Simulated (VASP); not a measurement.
Input of a VASP 6.6.1 run:

File INCAR:

```
SYSTEM = C
PREC = Accurate ; ENCUT = 520
EDIFF = 1E-6 ; ISMEAR = 0
SIGMA = 0.05 ; LREAL = .FALSE.
LASPH = .TRUE. ; NELM = 100
ALGO = Normal ; ISIF = 2
LWAVE = .FALSE. ; LCHARG = .FALSE.
GGA = CA ; NBANDS = 11
```

Contents of KPOINTS:

```
regular mesh
0
G
  12 12 12
  0 0 0
```

POSCAR

```
C
1.0
    0.0000000000      1.7650008455      1.8521918873
    1.7650008455      0.0000000000      1.8521918873
    1.7650008455      1.7650008455      0.0000000000
C
2
Direct
    0.5000000000      0.5000000000      0.5000000000
    0.7500000000      0.7500000000      0.7500000000
```

Potentials or basis: VASP PAW LDA potentials, release 64 (C).

Command:

```console
$ cat potpaw_LDA.64/C/POTCAR > POTCAR
$ mpirun -np 1 vasp_std > vasp.out
```

**Question.** Predict the band gap on the k mesh.

**Answer.** 3.48 eV, indirect (least direct gap 5.07 eV).

**Question.** What does it give for the pressure?

**Answer.** -18.6 GPa.

Stress tensor (GPa, compression positive):
```
 -3.31   0.00   0.00
  0.00  -3.31   0.00
  0.00   0.00 -49.21
```

 A k mesh can miss the band edges.
